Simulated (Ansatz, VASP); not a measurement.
## InP3 in VASP and in Ansatz

```
In P
1.0
     3.86359    2.23064    3.14820
    -3.86359    2.23064    3.14820
     0.00000   -4.46129    3.14820
In P
2 6
Direct
  0.27328 0.27328 0.27328
  0.72672 0.72672 0.72672
  0.79471 0.24119 0.79471
  0.79471 0.79471 0.24119
  0.24119 0.79471 0.79471
  0.20529 0.75881 0.20529
  0.75881 0.20529 0.20529
  0.20529 0.20529 0.75881
```

Change from the starting cell: strain +0.040 along x and y, -0.040 along z, atoms carried along.

Alike in both runs: task single point; functional PBEsol; k mesh 6 × 6 × 6; occupations gaussian, width 0.15 eV; no spin polarisation.

```csv
,VASP,Ansatz
version,VASP 6.6.1,Ansatz 0.2.0
potentials or method,"VASP PAW PBE potentials, release 64 (In_d, P), cutoff 520 eV","scalar-relativistic, plane waves, PAW"
valence electrons in the cell,56,56
```

Ansatz gave:

| Item | Value |
| --- | --- |
| gap on the k mesh at the Fermi level (eV) | none |
| pressure (GPa) | -4.0 |
| traceless stress, the component that is largest in VASP (GPa) | 4.33 |
| rms of the force components (eV/Å) | 0.179 |

Task: Estimate VASP's values.

Result: gap on the k mesh at the Fermi level (eV): none; pressure (GPa): -4.0; traceless stress, the component that is largest in VASP (GPa): 4.36; rms of the force components (eV/Å): 0.186.

VASP's potentials were made for PBE, not for PBEsol. Atom by atom the forces differ by 0.010 eV/Å (rms over components). A gap of «none» marks a metal or a gap that the smearing closes.
